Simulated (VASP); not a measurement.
AlN, 2 atoms in the cell. It takes space group Fm-3m (No. 225, cubic). The conventional cell has a = 4.149 Å, b = 4.149 Å, c = 4.149 Å, α = 90.00°, β = 90.00°, γ = 90.00°. Al (site symmetry m-3m) has 6 N at 2.07 Å within 2.7 Å. Within 2.7 Å of N (site symmetry m-3m) lie 6 Al at 2.07 Å. 

| Item | Value |
| --- | --- |
| Program | VASP 6.6.1 |
| Task | single point |
| Functional | r2SCAN |
| Potentials or basis | VASP PAW PBE potentials, release 64 (Al, N) |
| Cutoff | 520 eV |
| k mesh | 11 × 11 × 11 |
| Occupations | fermi-dirac, width 0.05 eV |
| Spin | no spin polarisation |
| Dipole correction | no |
| Further INCAR settings | ALGO = Normal; EDIFF = 1e-06; NBANDS = 11 |

Potentials or basis: VASP PAW PBE potentials, release 64 (Al, N).

Command:

```sh
$ cat potpaw_PBE.64/Al/POTCAR potpaw_PBE.64/N/POTCAR > POTCAR
$ cp INCAR.step1 INCAR
$ mpirun -np 1 vasp_std > vasp.out
$ cp INCAR.step2 INCAR
$ mpirun -np 1 vasp_std > vasp.out
```

Hardware: 1 thread of AMD EPYC 7R43 64-Core Processor (Zen 3), on a shared host.

Task: Estimate the wall time of this run.

Result: It took 46 s on 1 thread of AMD EPYC 7R43 64-Core Processor (Zen 3) (shared host), peak memory 0.1 GiB. Counts: k points 56.
